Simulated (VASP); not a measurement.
YSc, 2 atoms in the cell. It takes space group P-6m2 (No. 187, hexagonal). The conventional cell has a = 3.520 Å, b = 3.520 Å, c = 5.404 Å, α = 90.00°, β = 90.00°, γ = 120.00°. Within 4.4 Å of Y (site symmetry -6m2) lie 6 Sc at 3.38 Å and 6 Y at 3.52 Å. Within 4.4 Å of Sc (site symmetry -6m2) lie 6 Y at 3.38 Å and 6 Sc at 3.52 Å. 

| Quantity | Value |
| --- | --- |
| Program | VASP 6.6.1 |
| Task | single point |
| Functional | PBEsol |
| Potentials or basis | VASP PAW PBE potentials, release 64 (Y_sv, Sc_sv) |
| Cutoff | 520 eV |
| k mesh | 9 × 9 × 6 |
| Occupations | fermi-dirac, width 0.1 eV |
| Spin | no spin polarisation |
| Dipole correction | no |
| Further INCAR settings | ALGO = Normal; EDIFF = 1e-07; NBANDS = 18 |

Potentials or basis: VASP PAW PBE potentials, release 64 (Y_sv, Sc_sv).

Command:

```sh
$ cat potpaw_PBE.64/Y_sv/POTCAR potpaw_PBE.64/Sc_sv/POTCAR > POTCAR
$ mpirun -np 1 vasp_std > vasp.out
```

Hardware: 1 thread of Intel Xeon 8259CL, on a shared host.

How long does it take, and how much memory?

Wall time 70 s on 1 thread of Intel Xeon 8259CL, on a shared host, peak memory 0.23 GiB. Counts: scf iterations 16, k points 48.
